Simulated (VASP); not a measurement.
Set up this calculation in VASP 6.6.1, as the native input.

| Property | Result |
| --- | --- |
| Task | single point |
| Functional | PBE |
| Potentials or basis | VASP PAW PBE potentials, release 64 (Cd, S) |
| Cutoff | 520 eV |
| k mesh | 8 × 8 × 8 |
| Occupations | gaussian, width 0.05 eV |
| Spin | no spin polarisation |
| Dipole correction | no |
| Further INCAR settings | ALGO = Normal; EDIFF = 1e-07; NBANDS = 16 |

The structure of CdS lies in POSCAR:

```
CdS
1.0
    0.0000000000      2.9100000000      2.9100000000
    2.9100000000      0.0000000000      2.9100000000
    2.9100000000      2.9100000000      0.0000000000
Cd S
1 1
Direct
    0.0257731959     -0.0257731959      0.0257731959
    0.7500000000      0.7500000000      0.7500000000
```

This cell differs from its parent crystal: all Cd atoms moved +0.150 Å, as atom 1 along Cartesian [0 1 0].

These files were run (other wordings do the same):

INCAR

```
ALGO = Normal
EDIFF = 1E-7
ENCUT = 520
GGA = PE
ISIF = 2
ISMEAR = 0
LASPH = True
LCHARG = True
LELF = True
LREAL = False
LVHAR = True
LWAVE = False
NBANDS = 16
NELM = 100
PREC = Accurate
SIGMA = 0.05
```

KPOINTS

```
k-points
0
Gamma
  8 8 8
```

Potentials or basis: VASP PAW PBE potentials, release 64 (Cd, S).

Run with:

```sh
$ cat potpaw_PBE.64/Cd/POTCAR potpaw_PBE.64/S/POTCAR > POTCAR
$ mpirun -np 1 vasp_std > vasp.out
```

It gave:

- Pressure: 4.2 GPa
- Largest force: 0.793 eV/Å
- Band gap on the k mesh: 1.17 eV, direct

Caveat: the cell differs from its parent crystal (all Cd atoms moved +0.150 Å, as atom 1 along Cartesian [0 1 0]).

Wall time 48 s on 1 thread of AMD EPYC 9R45 96-Core Processor (Zen 5) (shared host), peak memory 0.19 GiB.
